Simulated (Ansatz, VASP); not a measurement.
This is a calculation of TiAl3 for Ansatz 0.2.0.

Contents of input.yaml:

```yaml
crystal:
  lattice:
    - [2.8770454564, 0.0, 0.0]
    - [0.0, 4.7428666434, 0.0]
    - [0.0, 0.0, 4.965232843]
  atoms:
    - { symbol: Ti, position: [0.0, 0.5, 0.165916] }
    - { symbol: Al, position: [0.0, 0.0, 0.8359] }
    - { symbol: Al, position: [0.5, 0.0, 0.330912] }
    - { symbol: Al, position: [0.5, 0.5, 0.667271] }
hamiltonian:
  xc: pbe
  pseudopotentials: { kind: paw }
kpoints:
  mp_grid: { grid: [9, 6, 6] }
scf:
  occupations: { method: fermi_dirac, width: 0.05 }
output:
  forces: true
  stress: true
  eigenvalues: true
```

Potentials or basis: Ansatz PAW.

Launch:

```sh
$ ansatz run input.yaml --threads 2 --pin off --max-ram 5120MiB --backend cpu --events-out ev --progress --plain --runs-dir out
```

Q: Translate it to VASP 6.6.1. Potentials there: VASP PAW PBE potentials, release 64 (Ti_sv, Al).

A: As run (the cutoff follows the program's own potentials):

Contents of INCAR:

```
PREC = Accurate ; ENCUT = 520
EDIFF = 1E-6 ; ISMEAR = -1
SIGMA = 0.05 ; LREAL = False
LASPH = True ; NELM = 60
ALGO = Normal ; ISIF = 2
LWAVE = False ; LCHARG = False
GGA = PE ; NBANDS = 18
```

File KPOINTS:

```
Automatic mesh
0
Gamma
  9 6 6
```

The input POSCAR:

```
TiAl3
1.0
    2.8770454564      0.0000000000      0.0000000000
    0.0000000000      4.7428666434      0.0000000000
    0.0000000000      0.0000000000      4.9652328430
Ti Al
1 3
Direct
    0.0000000000      0.5000000000      0.1659160000
    0.0000000000      0.0000000000      0.8359000000
    0.5000000000      0.0000000000      0.3309120000
    0.5000000000      0.5000000000      0.6672710000
```

Potentials or basis: VASP PAW PBE potentials, release 64 (Ti_sv, Al).

Launch:

```console
$ cat potpaw_PBE.64/Ti_sv/POTCAR potpaw_PBE.64/Al/POTCAR > POTCAR
$ mpirun -np 1 vasp_std > vasp.out
```

Both were run:

|  | VASP | Ansatz | Ansatz less VASP |
| --- | --- | --- | --- |
| gap on the k mesh at the Fermi level (eV) | none | none | - |
| pressure (GPa) | -3.6 | -3.6 | +0.03 |
| traceless stress, the component that is largest in VASP (GPa) | -1.89 | -1.89 | +0.001 |
| rms of the force components (eV/Å) | 0.019 | 0.019 | -0.0001 |

Atom by atom the forces differ by 0.001 eV/Å (rms over components). A gap of «none» marks a metal or a gap that the smearing closes.
